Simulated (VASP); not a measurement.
Set up this calculation in VASP 6.6.1, as the native input.

| Item | Value |
| --- | --- |
| Task | relaxation of cell and atoms |
| Functional | PBEsol |
| Potentials or basis | VASP PAW PBE potentials, release 64 (Sn_d) |
| Cutoff | 600 eV |
| k mesh | 10 × 10 × 10 |
| Occupations | fermi-dirac, width 0.05 eV |
| Spin | no spin polarisation |
| Target pressure | 5 GPa |
| Dipole correction | no |
| Further INCAR settings | ALGO = Normal; EDIFF = 1e-06; IBRION = 2; EDIFFG = -0.01; NSW = 80; ISIF = 3 |

The structure of Sn lies in POSCAR:

```
Sn
1.0
   -1.8946518192      1.8946518192      1.8946518192
    1.8946518192     -1.8946518192      1.8946518192
    1.8946518192      1.8946518192     -1.8946518192
Sn
1
Direct
    0.0000000000      0.0000000000      0.0000000000
```

One way to write it, as run:

INCAR

```
ALGO = Normal ; EDIFF = 1E-6
EDIFFG = -0.01 ; ENCUT = 600
GGA = PS ; IBRION = 2
ISIF = 3 ; ISMEAR = -1
LASPH = T ; LCHARG = F
LREAL = F ; LWAVE = F
NELM = 80 ; NSW = 80
PREC = Accurate ; PSTRESS = 50.0
SIGMA = 0.05
```

KPOINTS

```
k-points
0
Gamma
  10 10 10
```

Potentials or basis: VASP PAW PBE potentials, release 64 (Sn_d).

Run with:

```bash
$ cat potpaw_PBE.64/Sn_d/POTCAR > POTCAR
$ mpirun -np 1 vasp_std > vasp.out
```

It gave:

```yaml
Relaxed_volume: 24.09 Å³/atom
Relaxed_cell: a = 3.151 Å, b = 3.151 Å, c = 3.151 Å, α = 109.47°, β = 109.47°, γ = 109.47°
Space_group_after_relaxing_to_0.05_Å: Im-3m (No. 229)
Energy_change_on_relaxing_the_enthalpy_is_what_falls: +18.2 meV/atom
Ionic_steps: 3
Pressure_after_relaxing: 5.0 GPa
Band_gap_on_the_k_mesh: zero (band 7 reaches 18.60 eV, above the bottom of band 8 at 6.80 eV)
```

Caveat: the cell is relaxed towards a set pressure, so the enthalpy falls and the energy may rise; the PAW data sets were made with another functional, which shifts forces and pressure a little; spin-orbit coupling is left out, which moves the levels of the heavy elements.

Wall time 41 s on 1 thread of Intel(R) Xeon(R) Platinum 8259CL CPU @ 2.50GHz (Skylake/Cascade Lake), with other jobs on the host, peak memory 0.17 GiB.
